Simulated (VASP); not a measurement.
A run of VASP 6.6.1:

File INCAR:

```
PREC = Accurate ; ENCUT = 520
EDIFF = 1E-7 ; ISMEAR = -1
SIGMA = 0.15 ; LREAL = Auto
LASPH = True ; NELM = 60
ALGO = Normal ; ISIF = 2
LWAVE = False ; LCHARG = False
GGA = PS ; NBANDS = 54
```

The input KPOINTS:

```
Automatic mesh
0
Gamma
  2 1 1
```

File POSCAR:

```
Al
1.0
    5.7275650000      0.0000000000      0.0000000000
    0.0000000000      8.5913470000      0.0000000000
    0.0000000000      0.0000000000     19.0750000000
Al
24
Direct
    0.2500015277      0.1666676948      0.0524246396
    0.7500045831      0.1666676948      0.0524246396
    0.2500015277      0.5000030845      0.0524246396
    0.7500045831      0.5000030845      0.0524246396
    0.2500015277      0.8333384742      0.0524246396
    0.7500045831      0.8333384742      0.0524246396
    0.0222782282     -0.0008613318      0.1611690695
    0.4849006515      0.0137114704      0.1573630406
   -0.0143691080      0.2968801051      0.1585216252
    0.4918844221      0.3195540816      0.1503119266
   -0.0104581965      0.6622244451      0.1638794233
    0.4966683049      0.6575220393      0.1492529489
    0.2502634191      0.1794247165      0.2725819135
    0.7422351383      0.1722430720      0.2574678899
    0.2285788114      0.4988391227      0.2478322412
    0.7173729150      0.5264250181      0.2615045872
    0.2320357779      0.8277514574      0.2585897772
    0.7515060938      0.8643347778      0.2592241153
    0.0093757120     -0.0007682148      0.3623066841
    0.5306792677     -0.0095677663      0.3717116645
   -0.0070012300      0.3501313589      0.3524089122
    0.5211987991      0.3554390249      0.3638217562
    0.0281096766      0.6775771017      0.3645504587
    0.4843594093      0.6582320560      0.3673918742
```

Potentials or basis: VASP PAW PBE potentials, release 64 (Al).

Run with:

```console
$ cat potpaw_PBE.64/Al/POTCAR > POTCAR
$ mpirun -np 1 vasp_std > vasp.out
```

Hardware: 1 thread of Intel Xeon 8259CL, on a shared host.

Problem. How long does it take, and how much memory?

Solution. Wall time 8.1 min on 1 thread of Intel Xeon 8259CL (shared host), peak memory 0.78 GiB. Counts: scf iterations 23, k points 2.
